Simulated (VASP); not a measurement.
# Al (Fm-3m) in VASP: density of states with PBEsol

Aim: the density of states of Al with PBEsol.

Program: VASP 6.6.1. These are calculated values, not measurements. Logs are shortened: lines on timing, memory, paths and dates and some standing lists are left out, and cuts for length are marked.

### 1 The cell of the first run

The structure is cubic, space group Fm-3m (No. 225). The conventional cell has a = 4.015 Å, b = 4.015 Å, c = 4.015 Å, α = 90.00°, β = 90.00°, γ = 90.00°. Within 3.7 Å of Al (site symmetry m-3m) lie 12 Al at 2.84 Å.

### 2 Density of states, PBEsol

The input, POSCAR:

```
Al
1.0
    0.0000000000      2.0073872277      2.0073872277
    2.0073872277      0.0000000000      2.0073872277
    2.0073872277      2.0073872277      0.0000000000
Al
1
Direct
    0.0000000000      0.0000000000      0.0000000000
```

The input, INCAR.step1:

```
SYSTEM = Al
  PREC = Accurate
  ENCUT = 520
  EDIFF = 1E-7
  ISMEAR = 0
  SIGMA = 0.05
  LREAL = .False.
  LASPH = .True.
  NELM = 100
  ALGO = Normal
  ISIF = 2
  LWAVE = .False.
  LCHARG = .True.
  GGA = PS
  NBANDS = 8
```

The input, KPOINTS.step1:

```
regular mesh
0
Gamma
  18 18 18
  0 0 0
```

The input, INCAR.step2:

```
SYSTEM = Al
  PREC = Accurate
  ENCUT = 520
  EDIFF = 1E-7
  ISMEAR = -5
  SIGMA = 0.05
  LREAL = .False.
  LASPH = .True.
  NELM = 100
  ALGO = Normal
  ISIF = 2
  LWAVE = .False.
  LCHARG = .False.
  GGA = PS
  LORBIT = 10
  NEDOS = 2001
  ICHARG = 11
```

The input, KPOINTS.step2:

```
regular mesh
0
Gamma
  27 27 27
  0 0 0
```

Potentials or basis: VASP PAW PBE potentials, release 64 (Al).

The run is started by

```console
cat potpaw_PBE.64/Al/POTCAR > POTCAR
cp INCAR.step1 INCAR
cp KPOINTS.step1 KPOINTS
mpirun -np 1 vasp_std > vasp.out
cp INCAR.step2 INCAR
cp KPOINTS.step2 KPOINTS
mpirun -np 1 vasp_std > vasp.out
```

OUTCAR:

```text
SYSTEM = Al
   PREC = Accurate
   ENCUT = 520
   EDIFF = 1E-7
   ISMEAR = -5
   LREAL = .False.
   LASPH = .True.
   NELM = 100
   ISIF = 2
   GGA = PS
   LORBIT = 10
   ICHARG = 11

 ion  position               nearest neighbor table
   1  0.000  0.000  0.000-

  LATTYP: Found a face centered cubic cell.
 ALAT       =     4.0147744554

  Lattice vectors:

 A1 = (   0.0000000000,   2.0073872277,   2.0073872277)
 A2 = (   2.0073872277,   0.0000000000,   2.0073872277)
 A3 = (   2.0073872277,   2.0073872277,   0.0000000000)

Analysis of symmetry for initial positions (statically):
=====================================================================
 Subroutine PRICEL returns:
 Original cell was already a primitive cell.

 Routine SETGRP: Setting up the symmetry group for a
 face centered cubic supercell.

 Subroutine GETGRP returns: Found 48 space group operations
 (whereof 48 operations were pure point group operations)
 out of a pool of 48 trial point group operations.

The static configuration has the point symmetry O_h .

Analysis of symmetry for dynamics (positions and initial velocities):
=====================================================================
 Subroutine PRICEL returns:
 Original cell was already a primitive cell.

 Routine SETGRP: Setting up the symmetry group for a
 face centered cubic supercell.

 Subroutine GETGRP returns: Found 48 space group operations
 (whereof 48 operations were pure point group operations)
 out of a pool of 48 trial point group operations.

The dynamic configuration has the point symmetry O_h .

 Subroutine INISYM returns: Found 48 space group operations
 (whereof 48 operations are pure point group operations),
 and found     1 'primitive' translations

----------------------------------------------------------------------------------------

                                     Primitive cell

  volume of cell :      16.1779

  direct lattice vectors                    reciprocal lattice vectors
     0.000000000  2.007387228  2.007387228    -0.249079995  0.249079995  0.249079995
     2.007387228  0.000000000  2.007387228     0.249079995 -0.249079995  0.249079995
     2.007387228  2.007387228  0.000000000     0.249079995  0.249079995 -0.249079995

  length of vectors
     2.838874242  2.838874242  2.838874242     0.431419206  0.431419206  0.431419206

  position of ions in fractional coordinates (direct lattice)
     0.000000000  0.000000000  0.000000000

  ion indices of the primitive-cell ions
   primitive index   ion index
                 1           1

----------------------------------------------------------------------------------------

 KPOINTS: regular mesh

Automatic generation of k-mesh.
 Grid dimensions read from file:
 generate k-points for:   27   27   27

 Generating k-lattice:

  Cartesian coordinates                     Fractional coordinates (reciprocal lattice)
    -0.009225185  0.009225185  0.009225185     0.037037037  0.000000000  0.000000000
     0.009225185 -0.009225185  0.009225185     0.000000000  0.037037037  0.000000000
     0.009225185  0.009225185 -0.009225185     0.000000000  0.000000000  0.037037037

  Length of vectors
     0.015978489  0.015978489  0.015978489

  Shift w.r.t. Gamma in fractional coordinates (k-lattice)
     0.000000000  0.000000000  0.000000000

 TETIRR: Found   2653 inequivalent tetrahedra from   118098

 Subroutine IBZKPT returns following result:
 ===========================================

 Found    560 irreducible k-points:

 Following reciprocal coordinates:
            Coordinates               Weight
  0.000000  0.000000  0.000000      1.000000
  0.037037  0.000000  0.000000      8.000000
  0.074074  0.000000  0.000000      8.000000
  0.111111  0.000000  0.000000      8.000000
  0.148148  0.000000  0.000000      8.000000
  0.185185  0.000000  0.000000      8.000000
[... 16 lines left out ...]
  0.333333  0.037037  0.000000     24.000000
  0.370370  0.037037  0.000000     24.000000
 [... further k-points ...]
   k-points           NKPTS =    560   k-points in BZ     NKDIM =    560   number of bands    NBANDS=      5
   number of dos      NEDOS =   2001   number of ions     NIONS =      1
   total plane-waves  NPLWV =  13824
   dimension x,y,z NGX =    24 NGY =   24 NGZ =   24
   dimension x,y,z NGXF=    48 NGYF=   48 NGZF=   48
   ions per type =               1
   NGX,Y,Z   is equivalent  to a cutoff of  14.05, 14.05, 14.05 a.u.
   NGXF,Y,Z  is equivalent  to a cutoff of  28.11, 28.11, 28.11 a.u.
 SYSTEM =  Al
   PREC   = accura    normal or accurate (medium, high low for compatibility)
   ISTART =      0    job   : 0-new  1-cont  2-samecut
   ICHARG =     11    charge: 1-file 2-atom 10-const
   ISPIN  =      1    spin polarized calculation?
   LNONCOLLINEAR =      F non collinear calculations
   LSORBIT =      F    spin-orbit coupling
   LASPH  =      T    aspherical Exc in radial PAW
   ENCUT  =  520.0 eV  38.22 Ry    6.18 a.u.   5.28  5.28  5.28*2*pi/ulx,y,z
   NELM   =    100;   NELMIN=  2; NELMDL=  0     # of ELM steps
   EDIFF  = 0.1E-06   stopping-criterion for ELM
   LREAL  =      F    real-space projection
   EDIFFG = 0.1E-05   stopping-criterion for IOM
   NSW    =      0    number of steps for IOM
   IBRION =     -1    ionic relax: 0-MD 1-quasi-New 2-CG
   NFREE  =      0    steps in history (QN), initial steepest desc. (CG)
   ISIF   =      2    stress and relaxation
   ISYM   =      2    0-nonsym 1-usesym 2-fastsym
   POTIM  = 0.5000    time-step for ionic-motion
   TEBEG  =    0.0;   TEEND  =   0.0 temperature during run
   PSTRESS=    0.0 pullay stress
   NELECT =       3.0000    total number of electrons
   NUPDOWN=      -1.0000    fix difference up-down
   EMIN   =  10.00;   EMAX   =-10.00  energy-range for DOS
   EFERMI =   0.00;   METHOD = LEGACY
   ISMEAR =    -5;   SIGMA  =   0.05  broadening in eV -4-tet -1-fermi 0-gaus
   EFERMI_NEDOS =   21; number of points for ismear=-14 and -15
   IALGO  =     38    algorithm
   IMIX   =      4    mixing-type and parameters
     AMIX     =   0.40;   BMIX     =  1.00
     AMIX_MAG =   1.60;   BMIX_MAG =  1.00
  volume/ion in A,a.u.               =      16.18       109.17
  Fermi-wavevector in a.u.,A,eV,Ry     =   0.933557  1.764167 11.857863  0.871528
  Thomas-Fermi vector in A             =   2.060271
   LORBIT       =     10    0 simple, 1 ext, 2 COOP (PROOUT), +10 PAW based schemes
   GGA     = PS    functional components
   LHFCALC =     F    Hartree Fock is set to
   AEXX    =    0.0000 exact exchange contribution
   IVDW    =     0    specifies the selected vdW correction
   LEPSILON=     F    determine dielectric tensor
   LRPA    =     F    only Hartree local field effects (RPA)
 non-spin polarized calculation
 Fermi weights with tetrahedron method with Bloechl corrections
  energy-cutoff  :      520.00
  volume of cell :       16.18
 maximum number of plane-waves:       448
 NGX is ok and might be reduce to    24

 number of electron       3.0000000 magnetization

 Free energy of the ion-electron system (eV)
  ---------------------------------------------------
  ext. energy  EPLUGINS =         0.00000000
  ---------------------------------------------------
  free energy    TOTEN  =        -4.09259413 eV

  energy without entropy =       -4.09259413  energy(sigma->0) =       -4.09259413

 E-fermi :   8.1769     XC(G=0): -10.3289

 val. band max:        8.2705395978   @ k =  -0.3704   0.4444   0.1481
 cond. band min:       8.1140826490   @ k =  -0.2963   0.4815   0.1852
 fundamental gap:     -0.1564569488
 Fermi energy:         8.1769433599

 k-point     1 :       0.0000    0.0000    0.0000
  band No.  band energies     occupation
      1      -3.1100      2.00000
      2      20.8608      0.00000
      3      20.8608      0.00000
      4      20.8608      0.00000
      5      22.5023      0.00000

 k-point     2 :       0.0370    0.0000    0.0000
  band No.  band energies     occupation
      1      -3.0723      2.00000
      2      20.0431      0.00000
      3      20.7140      0.00000
      4      20.7140      0.00000
      5      22.7095      0.00000

 k-point     3 :       0.0741    0.0000    0.0000
  band No.  band energies     occupation
      1      -2.9590      2.00000
      2      18.6296      0.00000
      3      20.4033      0.00000
      4      20.4033      0.00000
      5      23.1510      0.00000

 k-point     4 :       0.1111    0.0000    0.0000
  band No.  band energies     occupation
      1      -2.7704      2.00000
      2      17.1221      0.00000
      3      20.0689      0.00000
      4      20.0689      0.00000
      5      23.1004      0.00000

 k-point     5 :       0.1481    0.0000    0.0000
  band No.  band energies     occupation
      1      -2.5068      2.00000
      2      15.6111      0.00000
      3      19.7634      0.00000
      4      19.7634      0.00000
      5      22.9937      0.00000

 k-point     6 :       0.1852    0.0000    0.0000
  band No.  band energies     occupation
      1      -2.1687      2.00000
      2      14.1265      0.00000
      3      19.5053      0.00000
      4      19.5053      0.00000
      5      22.8669      0.00000
[... 113 lines left out ...]
 k-point    21 :       0.2593    0.0370    0.0000
  band No.  band energies     occupation
      1      -1.4077      2.00000
      2      11.7728      0.00000
      3      18.4585      0.00000
      4      19.5613      0.00000
      5      22.1407      0.00000

 k-point    22 :       0.2963    0.0370    0.0000
  band No.  band energies     occupation
      1      -0.8738      2.00000
      2      10.4128      0.00000
      3      18.3502      0.00000
      4      19.4630      0.00000
      5      21.4679      0.00000

 k-point    23 :       0.3333    0.0370    0.0000
  band No.  band energies     occupation
      1      -0.2679      2.00000
      2       9.1080     -0.07098
      3      18.3042      0.00000
      4      19.4235      0.00000
      5      20.8450      0.00000

 k-point    24 :       0.3704    0.0370    0.0000
  band No.  band energies     occupation
      1       0.4091      2.00000
      2       7.8613      1.63320
      3      18.3209      0.00000
      4      19.4438      0.00000
      5      20.2811      0.00000

 [... further k-points ...]
[... 5 lines left out ...]
  --------------------------------------------------------------------------------------
  -------------------------------------------------------------------------------------
  Total       -0.0094880     -0.0094880     -0.0094880     -0.0000000     -0.0000000      0.0000000
  in kB       -0.9396410     -0.9396410     -0.9396410     -0.0000000     -0.0000000      0.0000000
  external PRESSURE =      -0.9396410 kB  Pullay stress =       0.0000000 kB

 VOLUME and BASIS-vectors are now :
 -----------------------------------------------------------------------------
  energy-cutoff  :      520.00
  volume of cell :       16.18
      direct lattice vectors                 reciprocal lattice vectors
     0.000000000  2.007387228  2.007387228    -0.249079995  0.249079995  0.249079995
     2.007387228  0.000000000  2.007387228     0.249079995 -0.249079995  0.249079995
     2.007387228  2.007387228  0.000000000     0.249079995  0.249079995 -0.249079995

 POSITION                                       TOTAL-FORCE (eV/Angst)
 -----------------------------------------------------------------------------------
      0.00000      0.00000      0.00000         0.000000      0.000000      0.000000
 -----------------------------------------------------------------------------------
    total drift:                                0.000000     -0.000000     -0.000000

  FREE ENERGIE OF THE ION-ELECTRON SYSTEM (eV)
  ---------------------------------------------------
  free  energy   TOTEN  =        -4.0925941339 eV

  energy  without entropy=       -4.0925941339  energy(sigma->0) =       -4.09259413

 total charge

# of ion       s       p       d       tot
------------------------------------------
    1        0.427   0.348   0.000   0.774
```

Wall time 30 s (1 thread of Intel Xeon 8259CL, shared host); peak memory 0.16 GiB.

Results:

```
Valence electrons inside the program's atomic spheres : Al 0.77
```

Caveat: the PAW data sets were made with another functional, which shifts forces and pressure a little; tetrahedron occupations give inexact forces and stress in metals.
